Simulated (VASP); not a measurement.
Set up this calculation in VASP 6.6.1, as the native input.

```yaml
Task: single point
Functional: RPBE
Potentials_or_basis: VASP PAW PBE potentials, release 64 (Zn)
Cutoff: 520 eV
k_mesh: 11 × 11 × 6
Occupations: gaussian, width 0.05 eV
Spin: no spin polarisation
Dipole_correction: no
Further_INCAR_settings: ALGO = Normal; EDIFF = 1e-07; NBANDS = 19
```

The structure of Zn lies in POSCAR:

```
Zn
1.0
    2.6700000000      0.0000000000      0.0000000000
   -1.3350000000      2.3122878281      0.0000000000
    0.0000000000      0.0000000000      4.9660000000
Zn
2
Direct
    0.6666666667      0.3333333333      0.7500000000
    0.3333333333      0.6666666667      0.2500000000
```

These files were run (other wordings do the same):

INCAR

```
PREC     = Accurate       # precision mode
ENCUT    = 520            # plane-wave cutoff, eV
EDIFF    = 1E-7           # SCF threshold, eV
ISMEAR   = 0              # smearing method
SIGMA    = 0.05           # smearing width, eV
LREAL    = False          # projectors in reciprocal space
LASPH    = True           # aspherical terms in the spheres
NELM     = 60             # most SCF steps
ALGO     = Normal         # electronic algorithm
ISIF     = 2              # what is computed and relaxed
LWAVE    = False          # write WAVECAR
LCHARG   = False          # write CHGCAR
GGA      = RP             # functional
NBANDS   = 19             # bands
```

KPOINTS

```
Automatic mesh
0
Gamma
  11 11 6
```

Potentials or basis: VASP PAW PBE potentials, release 64 (Zn).

Command:

```bash
$ cat potpaw_PBE.64/Zn/POTCAR > POTCAR
$ mpirun -np 1 vasp_std > vasp.out
```

It gave:

```json
{
  "Pressure": "2.7 GPa",
  "Band gap on the k mesh": "zero (band 12 reaches 4.91 eV, above the bottom of band 13 at 0.17 eV)"
}
```

Caveat: the PAW data sets were made with another functional, which shifts forces and pressure a little.

Wall time 16 s on 1 thread of Intel(R) Xeon(R) 6975P-C (Granite Rapids), on a shared host, peak memory 0.15 GiB.
